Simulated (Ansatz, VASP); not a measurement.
**KCl: VASP beside Ansatz**

File INCAR:

```
  ALGO = Normal
  EDIFF = 1E-7
  ENCUT = 520
  GGA = PE
  ISIF = 2
  ISMEAR = 0
  LASPH = True
  LCHARG = False
  LREAL = False
  LWAVE = False
  NBANDS = 15
  NELM = 100
  PREC = Accurate
  SIGMA = 0.01
```

The input KPOINTS:

```
k-points
0
Gamma
  6 6 6
```

File POSCAR:

```
KCl
1.0
    0.0000000000      3.1891679989      3.1891679989
    3.1891679989      0.0000000000      3.1891679989
    3.1891679989      3.1891679989      0.0000000000
K Cl
1 1
Direct
    0.0000000000      0.0000000000      0.0000000000
    0.5000000000      0.5000000000      0.5000000000
```

Input for Ansatz:

```yaml
crystal:
  lattice:
    - [0.0, 3.1891679989, 3.1891679989]
    - [3.1891679989, 0.0, 3.1891679989]
    - [3.1891679989, 3.1891679989, 0.0]
  atoms:
    - { symbol: K, position: [0.0, 0.0, 0.0] }
    - { symbol: Cl, position: [0.5, 0.5, 0.5] }
kpoints:
  mp_grid: { grid: [6, 6, 6] }
hamiltonian:
  xc: pbe
scf:
  occupations: { method: fixed }
  n_extra_bands: 4
output:
  forces: true
  stress: true
  eigenvalues: true
```

Alike in both runs: task single point; functional PBE; k mesh 6 × 6 × 6; no spin polarisation.

|  | VASP | Ansatz |
| --- | --- | --- |
| version | VASP 6.6.1 | Ansatz 0.2.0 |
| potentials or method | VASP PAW PBE potentials, release 64 (K_sv, Cl) | plane waves, PAW |
| plane-wave cutoff (eV) | 520 | 420 |
| occupations | gaussian, width 0.01 eV | fixed |
| valence electrons in the cell | 16 | 16 |

|  | VASP | Ansatz | Ansatz less VASP |
| --- | --- | --- | --- |
| gap on the k mesh at the Fermi level (eV) | 5.05 | 5.05 | +0.002 |
| pressure (GPa) | 0.0 | 0.0 | -0.01 |
